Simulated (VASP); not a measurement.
# Pd (P6_3/mmc) in VASP: further runs, part 2 of 2

VASP 6.6.1. Earlier steps stand in the parts before.

### Step 6. Single point, RPBE+D4

This run uses another cell than the first one, of 14.99 Å³/atom, 1.027 times its volume.

Contents of INCAR:

```
PREC     = Accurate       # precision mode
ENCUT    = 520            # plane-wave cutoff, eV
EDIFF    = 1E-6           # SCF threshold, eV
ISMEAR   = -1             # smearing method
SIGMA    = 0.05           # smearing width, eV
LREAL    = False          # projectors in reciprocal space
LASPH    = True           # aspherical terms in the spheres
NELM     = 100            # most SCF steps
ALGO     = Normal         # electronic algorithm
ISIF     = 2              # what is computed and relaxed
LWAVE    = False          # write WAVECAR
LCHARG   = False          # write CHGCAR
GGA      = RP             # functional
IVDW     = 13             # dispersion correction
NBANDS   = 17             # bands
```

Contents of KPOINTS:

```
Automatic mesh
0
Gamma
  11 11 6
```

Contents of POSCAR:

```
Pd
1.0
    2.7489572110      0.0000000000      0.0000000000
   -1.3744786055      2.3806667787      0.0000000000
    0.0000000000      0.0000000000      4.5813550042
Pd
2
Direct
    0.3333333333      0.6666666667      0.2500000000
    0.6666666667      0.3333333333      0.7500000000
```

Potentials or basis: VASP PAW PBE potentials, release 64 (Pd).

Command:

```console
> cat potpaw_PBE.64/Pd/POTCAR > POTCAR
> mpirun -np 1 vasp_std > vasp.out
```

OUTCAR:

```text
PREC = Accurate
   ENCUT = 520
   EDIFF = 1E-6
   ISMEAR = -1
   LREAL = False
   LASPH = True
   NELM = 100
   ISIF = 2
   GGA = RP
   IVDW = 13

 ion  position               nearest neighbor table
   1  0.333  0.667  0.250-   2 2.79   2 2.79   2 2.79   2 2.79   2 2.79   2 2.79
   2  0.667  0.333  0.750-   1 2.79   1 2.79   1 2.79   1 2.79   1 2.79   1 2.79

  LATTYP: Found a hexagonal cell.
 ALAT       =     2.7489572110
 C/A-ratio  =     1.6665792344

  Lattice vectors:

 A1 = (   2.7489572110,   0.0000000000,   0.0000000000)
[... 668 lines left out ...]

  DFT-D4 for vdW energy calculation

  Edisp (eV):   -1.88464

  FORCE on cell =-STRESS in cart. coord.  units (eV):
  Direction    XX          YY          ZZ          XY          YZ          ZX
  --------------------------------------------------------------------------------------
  -------------------------------------------------------------------------------------
  Total      -0.04817    -0.04817    -0.06379    -0.00000    -0.00000     0.00000
  in kB      -2.57406    -2.57406    -3.40878    -0.00000    -0.00000     0.00000
  external pressure =       -2.85 kB  Pullay stress =        0.00 kB

 VOLUME and BASIS-vectors are now :
 -----------------------------------------------------------------------------
  energy-cutoff  :      520.00
  volume of cell :       29.98
      direct lattice vectors                 reciprocal lattice vectors
     2.748957211  0.000000000  0.000000000     0.363774305  0.210025193  0.000000000
    -1.374478606  2.380666779  0.000000000     0.000000000  0.420050386  0.000000000
     0.000000000  0.000000000  4.581355004     0.000000000  0.000000000  0.218276034

 POSITION                                       TOTAL-FORCE (eV/Angst)
 -----------------------------------------------------------------------------------
     -0.00000      1.58711      1.14534        -0.000000      0.000000      0.000000
      1.37448      0.79356      3.43602         0.000000      0.000000      0.000000
 -----------------------------------------------------------------------------------
    total drift:                               -0.000000      0.000000     -0.000000

  FREE ENERGIE OF THE ION-ELECTRON SYSTEM (eV)
  ---------------------------------------------------
  free  energy   TOTEN  =       -11.0421401491 eV

  energy  without entropy=      -10.9963683865  energy(sigma->0) =      -11.01925427
```

OSZICAR:

```text
N       E                     dE             d eps       ncg     rms          rms(c)
DAV:   1     0.111207329587E+03    0.11121E+03   -0.10582E+04  2176   0.116E+03
DAV:   2    -0.781119275853E+01   -0.11902E+03   -0.11247E+03  2270   0.257E+02
DAV:   3    -0.958437477436E+01   -0.17732E+01   -0.17584E+01  2639   0.347E+01
DAV:   4    -0.959565301700E+01   -0.11278E-01   -0.11277E-01  2547   0.267E+00
DAV:   5    -0.959582576296E+01   -0.17275E-03   -0.17275E-03  2648   0.353E-01    0.102E+01
DAV:   6    -0.918174480910E+01    0.41408E+00   -0.85349E-01  2314   0.969E+00    0.530E+00
DAV:   7    -0.916210607381E+01    0.19639E-01   -0.13805E-02  2546   0.110E+00    0.247E+00
DAV:   8    -0.915750837600E+01    0.45977E-02   -0.24487E-03  2346   0.364E-01    0.102E-01
DAV:   9    -0.915749237356E+01    0.16002E-04   -0.51466E-05  2675   0.682E-02    0.341E-02
DAV:  10    -0.915750491774E+01   -0.12544E-04   -0.79086E-06  2485   0.235E-02    0.136E-02
DAV:  11    -0.915750331173E+01    0.16060E-05   -0.40454E-07  1378   0.705E-03    0.855E-04
DAV:  12    -0.915750343180E+01   -0.12006E-06   -0.29835E-08  1153   0.132E-03
   1 F= -.11042140E+02 E0= -.11019254E+02  d E =-.457718E-01
```

It took 38 s on 1 thread of AMD EPYC 7R43 (Zen 3), shared host; peak memory 0.12 GiB.

Results:

```yaml
Free_energy: -11.0421 eV
Pressure: -0.3 GPa
Band_gap_on_the_k_mesh: zero (band 10 reaches 9.77 eV, above the bottom of band 11 at 8.93 eV)
Dispersion_energy_per_atom: -0.942 eV
```

Levels at points of the mesh, in eV from the Fermi level:
| k point | band 6 | band 7 | band 8 | band 9 | band 10 | band 11 | band 12 | band 13 | band 14 | band 15 |
| --- | --- | --- | --- | --- | --- | --- | --- | --- | --- | --- |
| (0.00, 0.00, 0.00) | -2.34 | -2.34 | -1.64 | -1.64 | -0.25 | -0.25 | 0.91 | 6.92 | 17.13 | 18.72 |
| (0.00, 0.00, 0.50) | -2.72 | -2.72 | -2.72 | -0.70 | -0.70 | -0.70 | -0.70 | 13.98 | 13.98 | 17.66 |

Caveat: the PAW data sets were made with another functional, which shifts forces and pressure a little; pairwise dispersion overbinds metals, which lowers pressure and volume.

### Step 7. Summary

| level | potentials or basis | cell | cutoff (eV) | second run | gap on the mesh (eV) | pressure (GPa) |
| --- | --- | --- | --- | --- | --- | --- |
| r2SCAN | VASP PAW PBE potentials, release 64 (Pd_sv_GW) | a = 2.727, b = 2.727, c = 4.534 Å, angles 90.0, 90.0, 120.0°, 2 atoms | 590 | valence_matched | none | 4.0 |
| r2SCAN | VASP PAW PBE potentials, release 64 (Pd) | a = 2.727, b = 2.727, c = 4.534 Å, angles 90.0, 90.0, 120.0°, 2 atoms | 550 | - | none | 6.1 |
| RPBE+D3(BJ) | VASP PAW PBE potentials, release 64 (Pd) | a = 2.626, b = 2.626, c = 4.349 Å, angles 90.0, 90.0, 120.0°, 2 atoms | 520 | - | none | -0.5 |
| PBEsol+D4 | VASP PAW PBE potentials, release 64 (Pd) | a = 2.713, b = 2.713, c = 4.522 Å, angles 90.0, 90.0, 120.0°, 2 atoms | 520 | - | none | -0.3 |
| RPBE+D4 | VASP PAW PBE potentials, release 64 (Pd) | a = 2.749, b = 2.749, c = 4.581 Å, angles 90.0, 90.0, 120.0°, 2 atoms | 520 | - | none | -0.3 |

Alike in all rows: task single point; no spin polarisation; k mesh 11 × 11 × 6; smearing fermi-dirac 0.05 eV.

Caveats: the PAW data sets were made with another functional, which shifts forces and pressure a little; pairwise dispersion overbinds metals, which lowers pressure and volume (some runs).

Total energies depend on the potentials used, so only differences within one code and one set of settings carry meaning.
